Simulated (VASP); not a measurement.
# TaN in VASP: further runs

TaN is run at these levels: PBE; tasks: single point.

All numbers are computed with VASP 6.6.1; they aren't measurements. Logs are shortened: lines on timing, memory, paths and dates and some standing lists are left out, and cuts for length are marked.

## 1. The cell of the first run

Symmetry: P6_3mc, No. 186, hexagonal system. Conventional cell: a = 3.110 Å, b = 3.110 Å, c = 5.037 Å, α = 90.00°, β = 90.00°, γ = 120.00°. Ta (site symmetry 3m) has 4 N at 1.89 to 1.94 Å within 2.5 Å. Within 2.5 Å of N (site symmetry 3m) lie 4 Ta at 1.89 to 1.94 Å.

## 2. Single point, PBE

INCAR reads:

```
SYSTEM = TaN
ALGO = Normal
EDIFF = 1E-6
ENCUT = 520
GGA = PE
ISIF = 2
ISMEAR = -1
LASPH = .True.
LCHARG = .True.
LELF = .True.
LREAL = .False.
LVHAR = .True.
LWAVE = .False.
NBANDS = 24
NELM = 60
PREC = Accurate
SIGMA = 0.05
```

KPOINTS reads:

```
k-points
0
Gamma
  10 10 6
  0 0 0
```

POSCAR reads:

```
TaN
1.0
    3.1098211884      0.0000000000      0.0000000000
   -1.5549105942      2.6931841522      0.0000000000
    0.0000000000      0.0000000000      5.0368889028
Ta N
2 2
Direct
    0.3333333333      0.6666666667      0.0000000000
    0.6666666667      0.3333333333      0.5000000000
    0.3333333333      0.6666666667      0.3850000000
    0.6666666667      0.3333333333      0.8850000000
```

Potentials or basis: VASP PAW PBE potentials, release 64 (Ta_pv, N).

Command:

```bash
cat potpaw_PBE.64/Ta_pv/POTCAR potpaw_PBE.64/N/POTCAR > POTCAR
mpirun -np 1 vasp_std > vasp.out
```

OUTCAR:

```text
SYSTEM = TaN
   EDIFF = 1E-6
   ENCUT = 520
   GGA = PE
   ISIF = 2
   ISMEAR = -1
   LASPH = .True.
   LREAL = .False.
   NELM = 60
   PREC = Accurate

 ion  position               nearest neighbor table
   1  0.333  0.667  0.000-   4 1.89   4 1.89   4 1.89   3 1.94   2 3.09   2 3.09   2 3.09   2 3.09
                             2 3.09   2 3.09
   2  0.667  0.333  0.500-   3 1.89   3 1.89   3 1.89   4 1.94   1 3.09   1 3.09   1 3.09   1 3.09
                             1 3.09   1 3.09
   3  0.333  0.667  0.385-   2 1.89   2 1.89   2 1.89   1 1.94
   4  0.667  0.333  0.885-   1 1.89   1 1.89   1 1.89   2 1.94

  LATTYP: Found a hexagonal cell.
 ALAT       =     3.1098211884
 C/A-ratio  =     1.6196715495

  Lattice vectors:

 A1 = (   3.1098211884,   0.0000000000,   0.0000000000)
 A2 = (  -1.5549105942,   2.6931841522,   0.0000000000)
 A3 = (   0.0000000000,   0.0000000000,   5.0368889028)

Analysis of symmetry for initial positions (statically):
=====================================================================
 Subroutine PRICEL returns:
 Original cell was already a primitive cell.

 Routine SETGRP: Setting up the symmetry group for a
 hexagonal supercell.

 Subroutine GETGRP returns: Found 12 space group operations
 (whereof  6 operations were pure point group operations)
 out of a pool of 24 trial point group operations.

The static configuration has the point symmetry C_3v.
 The point group associated with its full space group is C_6v.

Analysis of symmetry for dynamics (positions and initial velocities):
=====================================================================
 Subroutine PRICEL returns:
 Original cell was already a primitive cell.

 Routine SETGRP: Setting up the symmetry group for a
 hexagonal supercell.

 Subroutine GETGRP returns: Found 12 space group operations
 (whereof  6 operations were pure point group operations)
 out of a pool of 24 trial point group operations.

The dynamic configuration has the point symmetry C_3v.
 The point group associated with its full space group is C_6v.

 Subroutine INISYM returns: Found 12 space group operations
 (whereof  6 operations are pure point group operations),
 and found     1 'primitive' translations

----------------------------------------------------------------------------------------

                                     Primitive cell

  volume of cell :      42.1856

  direct lattice vectors                    reciprocal lattice vectors
     3.109821188  0.000000000  0.000000000     0.321561897  0.185653848  0.000000000
    -1.554910594  2.693184152  0.000000000     0.000000000  0.371307695  0.000000000
     0.000000000  0.000000000  5.036888903     0.000000000  0.000000000  0.198535250

  length of vectors
     3.109821188  3.109821190  5.036888903     0.371307695  0.371307695  0.198535250

  position of ions in fractional coordinates (direct lattice)
     0.333333333  0.666666667  0.000000000
     0.666666667  0.333333333  0.500000000
     0.333333333  0.666666667  0.385000000
     0.666666667  0.333333333  0.885000000

  ion indices of the primitive-cell ions
   primitive index   ion index
                 1           1
                 2           2
                 3           3
                 4           4

----------------------------------------------------------------------------------------

 KPOINTS: k-points

Automatic generation of k-mesh.
 Grid dimensions read from file:
 generate k-points for:   10   10    6

 Generating k-lattice:

  Cartesian coordinates                     Fractional coordinates (reciprocal lattice)
     0.032156190  0.018565385  0.000000000     0.100000000  0.000000000  0.000000000
     0.000000000  0.037130770  0.000000000     0.000000000  0.100000000  0.000000000
     0.000000000  0.000000000  0.033089208     0.000000000  0.000000000  0.166666667

  Length of vectors
     0.037130770  0.037130770  0.033089208

  Shift w.r.t. Gamma in fractional coordinates (k-lattice)
     0.000000000  0.000000000  0.000000000

 Subroutine IBZKPT returns following result:
 ===========================================

 Found     56 irreducible k-points:

 Following reciprocal coordinates:
            Coordinates               Weight
  0.000000  0.000000  0.000000      1.000000
  0.100000  0.000000  0.000000      6.000000
  0.200000  0.000000  0.000000      6.000000
  0.300000  0.000000  0.000000      6.000000
  0.400000  0.000000  0.000000      6.000000
  0.500000  0.000000  0.000000      3.000000
[... 16 lines left out ...]
  0.300000  0.100000  0.166667     24.000000
  0.400000  0.100000  0.166667     24.000000
 [... further k-points ...]
   k-points           NKPTS =     56   k-points in BZ     NKDIM =     56   number of bands    NBANDS=     24
   number of dos      NEDOS =    301   number of ions     NIONS =      4
   total plane-waves  NPLWV =  23040
   dimension x,y,z NGX =    24 NGY =   24 NGZ =   40
   dimension x,y,z NGXF=    48 NGYF=   48 NGZF=   80
   ions per type =               2   2
   NGX,Y,Z   is equivalent  to a cutoff of  12.83, 12.83, 13.20 a.u.
   NGXF,Y,Z  is equivalent  to a cutoff of  25.66, 25.66, 26.40 a.u.
 SYSTEM =  TaN
   PREC   = accura    normal or accurate (medium, high low for compatibility)
   ISTART =      0    job   : 0-new  1-cont  2-samecut
   ICHARG =      2    charge: 1-file 2-atom 10-const
   ISPIN  =      1    spin polarized calculation?
   LNONCOLLINEAR =      F non collinear calculations
   LSORBIT =      F    spin-orbit coupling
   LASPH  =      T    aspherical Exc in radial PAW
   ENCUT  =  520.0 eV  38.22 Ry    6.18 a.u.   5.78  5.78  9.37*2*pi/ulx,y,z
   NELM   =     60;   NELMIN=  2; NELMDL= -5     # of ELM steps
   EDIFF  = 0.1E-05   stopping-criterion for ELM
   LREAL  =      F    real-space projection
   EDIFFG = 0.1E-04   stopping-criterion for IOM
   NSW    =      0    number of steps for IOM
   IBRION =     -1    ionic relax: 0-MD 1-quasi-New 2-CG
   NFREE  =      0    steps in history (QN), initial steepest desc. (CG)
   ISIF   =      2    stress and relaxation
   ISYM   =      2    0-nonsym 1-usesym 2-fastsym
   POTIM  = 0.5000    time-step for ionic-motion
   TEBEG  =    0.0;   TEEND  =   0.0 temperature during run
   PSTRESS=    0.0 pullay stress
   NELECT =      32.0000    total number of electrons
   NUPDOWN=      -1.0000    fix difference up-down
   EMIN   =  10.00;   EMAX   =-10.00  energy-range for DOS
   EFERMI =   0.00;   METHOD = LEGACY
   ISMEAR =    -1;   SIGMA  =   0.05  broadening in eV -4-tet -1-fermi 0-gaus
   EFERMI_NEDOS =   21; number of points for ismear=-14 and -15
   IALGO  =     38    algorithm
   IMIX   =      4    mixing-type and parameters
     AMIX     =   0.40;   BMIX     =  1.00
     AMIX_MAG =   1.60;   BMIX_MAG =  1.00
  volume/ion in A,a.u.               =      10.55        71.17
  Fermi-wavevector in a.u.,A,eV,Ry     =   1.493036  2.821428 30.329506  2.229156
  Thomas-Fermi vector in A             =   2.605488
   LORBIT       =      0    0 simple, 1 ext, 2 COOP (PROOUT), +10 PAW based schemes
   GGA     = PE    functional components
   LHFCALC =     F    Hartree Fock is set to
   AEXX    =    0.0000 exact exchange contribution
   IVDW    =     0    specifies the selected vdW correction
   LEPSILON=     F    determine dielectric tensor
   LRPA    =     F    only Hartree local field effects (RPA)
 non-spin polarized calculation
  energy-cutoff  :      520.00
  volume of cell :       42.19
 maximum number of plane-waves:      1152
 NGX is ok and might be reduce to    24
   NGX = 11   NGY = 11   NGZ = 19

 number of electron      31.9999995 magnetization

 Free energy of the ion-electron system (eV)
  ---------------------------------------------------
  ext. energy  EPLUGINS =         0.00000000
  ---------------------------------------------------
  free energy    TOTEN  =       -39.45580548 eV

  energy without entropy =      -39.44109695  energy(sigma->0) =      -39.44845121

 E-fermi :   9.1440     XC(G=0): -13.2220

 val. band max:        9.1410602674   @ k =   0.2000   0.0000   0.3333
 cond. band min:       9.1548480331   @ k =   0.3000   0.1000   0.3333
 fundamental gap:      0.0137877657
 Fermi energy:         9.1440312238

 k-point     1 :       0.0000    0.0000    0.0000
  band No.  band energies     occupation
      1     -26.8459      2.00000
      2     -25.9414      2.00000
      3     -25.9414      2.00000
      4     -25.7865      2.00000
      5     -25.7865      2.00000
      6     -25.7485      2.00000
[... 16 lines left out ...]
     23      15.4190      0.00000
     24      15.4190      0.00000

 k-point     2 :       0.1000    0.0000    0.0000
  band No.  band energies     occupation
      1     -26.8168      2.00000
      2     -26.0235      2.00000
      3     -25.9653      2.00000
      4     -25.8796      2.00000
      5     -25.8002      2.00000
      6     -25.7620      2.00000
[... 16 lines left out ...]
     23      15.4137      0.00000
     24      15.7869      0.00000

 k-point     3 :       0.2000    0.0000    0.0000
  band No.  band energies     occupation
      1     -26.7398      2.00000
      2     -26.2299      2.00000
      3     -26.1120      2.00000
      4     -26.0260      2.00000
      5     -25.8371      2.00000
      6     -25.8031      2.00000
[... 16 lines left out ...]
     23      15.6741      0.00000
     24      17.2282      0.00000

 k-point     4 :       0.3000    0.0000    0.0000
  band No.  band energies     occupation
      1     -26.6743      2.00000
      2     -26.4427      2.00000
      3     -26.3677      2.00000
      4     -26.0981      2.00000
      5     -25.8842      2.00000
      6     -25.8710      2.00000
[... 16 lines left out ...]
     23      15.7133      0.00000
     24      16.7010      0.00000

 k-point     5 :       0.4000    0.0000    0.0000
  band No.  band energies     occupation
      1     -26.7673      2.00000
      2     -26.5998      2.00000
      3     -26.3958      2.00000
      4     -26.1547      2.00000
      5     -25.9542      2.00000
      6     -25.9229      2.00000
[... 451 lines left out ...]
 k-point    22 :       0.2000    0.1000    0.1667
  band No.  band energies     occupation
      1     -26.6755      2.00000
      2     -26.3486      2.00000
      3     -26.2812      2.00000
      4     -26.0730      2.00000
      5     -25.9081      2.00000
      6     -25.8573      2.00000
[... 16 lines left out ...]
     23      15.9085      0.00000
     24      16.7333      0.00000

 k-point    23 :       0.3000    0.1000    0.1667
  band No.  band energies     occupation
      1     -26.7291      2.00000
      2     -26.5646      2.00000
      3     -26.3286      2.00000
      4     -26.1533      2.00000
      5     -25.9690      2.00000
      6     -25.9157      2.00000
[... 16 lines left out ...]
     23      15.4116      0.00000
     24      16.7086      0.00000

 k-point    24 :       0.4000    0.1000    0.1667
  band No.  band energies     occupation
      1     -26.8223      2.00000
      2     -26.6860      2.00000
      3     -26.2896      2.00000
      4     -26.1876      2.00000
      5     -26.0157      2.00000
      6     -25.9684      2.00000
[... 16 lines left out ...]
     23      14.7394      0.00000
     24      15.7644      0.00000

 [... further k-points ...]
[... 5 lines left out ...]
  --------------------------------------------------------------------------------------
  -------------------------------------------------------------------------------------
  Total       28.3021597     28.3021598     23.1428552      0.0000000      0.0000000      0.0000000
  in kB     1074.8956859   1074.8956874    878.9490089      0.0000000      0.0000000      0.0000000
  external PRESSURE =    1009.5801274 kB  Pullay stress =       0.0000000 kB

 VOLUME and BASIS-vectors are now :
 -----------------------------------------------------------------------------
  energy-cutoff  :      520.00
  volume of cell :       42.19
      direct lattice vectors                 reciprocal lattice vectors
     3.109821188  0.000000000  0.000000000     0.321561897  0.185653848  0.000000000
    -1.554910594  2.693184152  0.000000000     0.000000000  0.371307695  0.000000000
     0.000000000  0.000000000  5.036888903     0.000000000  0.000000000  0.198535250

 POSITION                                       TOTAL-FORCE (eV/Angst)
 -----------------------------------------------------------------------------------
     -0.00000      1.79546      0.00000        -0.000000      0.000000      2.223284
      1.55491      0.89773      2.51844         0.000000     -0.000000      2.223284
     -0.00000      1.79546      1.93920         0.000000      0.000000     -2.223284
      1.55491      0.89773      4.45765        -0.000000     -0.000000     -2.223284
 -----------------------------------------------------------------------------------
    total drift:                               -0.000000      0.000000      0.000926

  FREE ENERGIE OF THE ION-ELECTRON SYSTEM (eV)
  ---------------------------------------------------
  free  energy   TOTEN  =       -39.4558054758 eV

  energy  without entropy=      -39.4410969475  energy(sigma->0) =      -39.44845121
```

Run time: 48 s. Hardware: 1 thread of Intel Xeon Platinum 8259CL at 2.50GHz (Skylake/Cascade Lake), shared host; peak memory 0.19 GiB.

What came out:

| Quantity | Value |
| --- | --- |
| Free energy | -39.4558 eV |
| Pressure | 101.0 GPa |
| Largest force | 2.223 eV/Å |
| Band gap on the k mesh | zero (band 16 reaches 10.28 eV, above the bottom of band 17 at 7.73 eV) |

Forces on the atoms (eV/Å):
```
Ta   0.000  0.000  2.223
Ta   0.000  0.000  2.223
N    0.000  0.000 -2.223
N    0.000  0.000 -2.223
```

Stress tensor (GPa, compression positive):
```
107.49   0.00   0.00
  0.00 107.49   0.00
  0.00   0.00  87.89
```

Levels at points of the mesh, in eV from the Fermi level:
```
           k point  band 13  band 14  band 15  band 16  band 17  band 18  band 19  band 20
(0.00, 0.00, 0.00)    -7.55    -7.49    -0.74    -0.74    -0.47     1.98     2.50     2.50
(0.50, 0.00, 0.00)    -6.12    -5.16    -2.37    -0.99     0.36     1.32     1.86     3.50
(0.00, 0.00, 0.50)    -8.07    -8.07     1.14     1.14     1.14     1.14     1.75     1.75
(0.50, 0.00, 0.50)    -6.30    -6.30    -0.49    -0.49     1.98     1.98     2.11     2.11
```

Caveat: spin-orbit coupling is left out, which moves the levels of the heavy elements; forces of over 1 eV/Å act on the atoms, so gaps and moduli don't describe the material at rest.

## 3. Single point, PBE (atoms moved at random)

INCAR reads:

```
SYSTEM = TaN
ALGO = Normal
EDIFF = 1E-7
ENCUT = 520
GGA = PE
ISIF = 2
ISMEAR = -1
LASPH = .True.
LCHARG = .False.
LREAL = .False.
LWAVE = .False.
NBANDS = 24
NELM = 100
PREC = Accurate
SIGMA = 0.05
```

KPOINTS is that of step 2.

POSCAR reads:

```
TaN
1.0
    3.0500020400      0.0000000000      0.0000000000
   -1.5250010200      2.6413792500      0.0000000000
    0.0000000000      0.0000000000      4.9400015300
Ta N
2 2
Direct
    0.3343610000      0.6671630000      0.0051720000
    0.6533940000      0.3209480000      0.4899110000
    0.3193440000      0.6513890000      0.3828010000
    0.6747370000      0.3299470000      0.8839750000
```

Potentials or basis: VASP PAW PBE potentials, release 64 (Ta_pv, N).

Command:

```bash
cat potpaw_PBE.64/Ta_pv/POTCAR potpaw_PBE.64/N/POTCAR > POTCAR
mpirun -np 1 vasp_std > vasp.out
```

Wall time 1.8 min (1 thread of Intel Xeon 6975P-C (Granite Rapids), shared host); peak memory 0.35 GiB.

Results (log left out):

```yaml
Free_energy: -37.5835 eV
Pressure: 141.1 GPa
Largest_force: 3.677 eV/Å
Band_gap_on_the_k_mesh: zero (band 16 reaches 10.81 eV, above the bottom of band 17 at 8.28 eV)
```

Forces on the atoms (eV/Å):
```
Ta   0.800 -0.394  1.153
Ta   0.152 -0.145  3.527
N   -0.127  0.211 -1.111
N   -0.825  0.328 -3.569
```

Stress tensor (GPa, compression positive):
```
149.63   3.39   2.30
  3.39 151.03  -1.40
  2.30  -1.40 122.67
```

Levels at points of the mesh, in eV from the Fermi level:
| k point | band 13 | band 14 | band 15 | band 16 | band 17 | band 18 | band 19 | band 20 |
| --- | --- | --- | --- | --- | --- | --- | --- | --- |
| (0.00, 0.00, 0.00) | -7.79 | -7.55 | -0.88 | -0.76 | -0.40 | 2.27 | 2.54 | 2.86 |
| (0.50, 0.00, 0.00) | -6.06 | -5.17 | -2.42 | -1.06 | 0.29 | 1.35 | 2.00 | 3.79 |
| (0.00, 0.50, 0.00) | -6.16 | -5.22 | -2.48 | -1.03 | 0.44 | 1.43 | 2.05 | 3.77 |
| (0.50, 0.50, 0.00) | -6.21 | -5.23 | -2.48 | -0.95 | 0.52 | 1.40 | 2.16 | 3.78 |
| (0.00, 0.00, 0.50) | -8.25 | -8.19 | 0.91 | 1.04 | 1.43 | 1.46 | 1.74 | 2.09 |
| (0.50, 0.00, 0.50) | -6.33 | -6.27 | -0.66 | -0.47 | 1.97 | 2.06 | 2.29 | 2.59 |
| (0.00, 0.50, 0.50) | -6.33 | -6.29 | -0.57 | -0.38 | 1.92 | 2.10 | 2.24 | 2.64 |
| (0.50, 0.50, 0.50) | -6.35 | -6.33 | -0.46 | -0.42 | 1.93 | 2.16 | 2.28 | 2.55 |

Caveat: the cell differs from its parent crystal (atoms moved at random); spin-orbit coupling is left out, which moves the levels of the heavy elements; forces of over 1 eV/Å act on the atoms, so gaps and moduli don't describe the material at rest.
